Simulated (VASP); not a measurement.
Input of a VASP 6.6.1 run:

INCAR

```
PREC = Accurate ; ENCUT = 520
EDIFF = 1E-6 ; ISMEAR = -1
SIGMA = 0.1 ; LREAL = F
LASPH = T ; NELM = 60
ALGO = Normal ; ISIF = 2
LWAVE = F ; LCHARG = F
GGA = RE ; NBANDS = 18
```

File KPOINTS:

```
Automatic mesh
0
Gamma
  17 17 17
```

File POSCAR:

```
Yb
1.0
   -2.0969707508      2.0969707508      2.0969707508
    2.0969707508     -2.0969707508      2.0969707508
    2.0969707508      2.0969707508     -2.0969707508
Yb
1
Direct
    0.0000000000      0.0000000000      0.0000000000
```

Potentials or basis: VASP PAW PBE potentials, release 64 (Yb).

Command:

```sh
$ cat potpaw_PBE.64/Yb/POTCAR > POTCAR
$ mpirun -np 1 vasp_std > vasp.out
```

Estimate the pressure.

-0.5 GPa.

What does it give for the band gap on the k mesh?

Zero (band 12 reaches 1.82 eV, above the bottom of band 13 at 1.21 eV).

Caveat: the PAW data sets were made with another functional, which shifts forces and pressure a little; spin-orbit coupling is left out, which moves the levels of the heavy elements. Spin polarisation is off, so any magnetic state and its effect on volume and gap are missing.
